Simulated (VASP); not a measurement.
AlC3: relaxation of cell and atoms with PBE

Crystal: AlC3.

```
CELL_PARAMETERS angstrom
3.21000 0.00000 0.00000
0.00000 3.21000 0.00000
0.00000 0.00000 3.21000
ATOMIC_POSITIONS crystal
Al 0.00000 0.00000 0.00000
C 0.00000 0.50000 0.50000
C 0.50000 0.00000 0.50000
C 0.50000 0.50000 0.00000
```

```yaml
Program: VASP 6.6.1
Task: relaxation of cell and atoms
Functional: PBE
Potentials_or_basis: VASP PAW PBE potentials, release 64 (Al, C)
Cutoff: 600 eV
k_mesh: 7 × 7 × 7
Occupations: fermi-dirac, width 0.05 eV
Spin: no spin polarisation
Dipole_correction: no
Further_INCAR_settings: ALGO = Normal; EDIFF = 1e-07; IBRION = 2; EDIFFG = -0.02; NSW = 60; ISIF = 3
```

| Item | Value |
| --- | --- |
| Relaxed volume | 8.23 Å³/atom |
| Relaxed cell | a = 3.205 Å, b = 3.205 Å, c = 3.205 Å, α = 90.00°, β = 90.00°, γ = 90.00° |
| Space group after relaxing (to 0.1 Å) | Pm-3m (No. 221) |
| Energy gained by relaxing | 0.1 meV/atom |
| Ionic steps | 2 |
| Pressure after relaxing | 0.2 GPa |
| Band gap on the k mesh | zero (an odd number of electrons rules out a gap without spin polarisation) |

Step by step:
| step | energy change (eV) | largest force (eV/Å) | pressure (GPa) | volume (Å³) |
| --- | --- | --- | --- | --- |
| 1 | 0.0000 | 0.0000 | -0.65 | 33.08 |
| 2 | -0.0002 | 0.0000 | 0.17 | 32.92 |

Final structure:
```xyz
4
Lattice="3.2048 0.0000 0.0000 0.0000 3.2048 0.0000 0.0000 0.0000 3.2048" Properties=species:S:1:pos:R:3 pbc="T T T"
Al    0.0000    0.0000    0.0000
C     0.0000    1.6024    1.6024
C     1.6024    0.0000    1.6024
C     1.6024    1.6024    0.0000
```

Levels at points of the mesh, in eV from the Fermi level:
```tsv
k point	band 4	band 5	band 6	band 7	band 8	band 9	band 10	band 11
(0.00, 0.00, 0.00)	-5.82	-5.82	-5.82	1.52	1.52	1.52	2.13	4.48
```

It took 12 s on 1 thread of Intel(R) Xeon(R) Platinum 8259CL CPU @ 2.50GHz (Skylake/Cascade Lake) (shared host), peak memory 0.15 GiB.
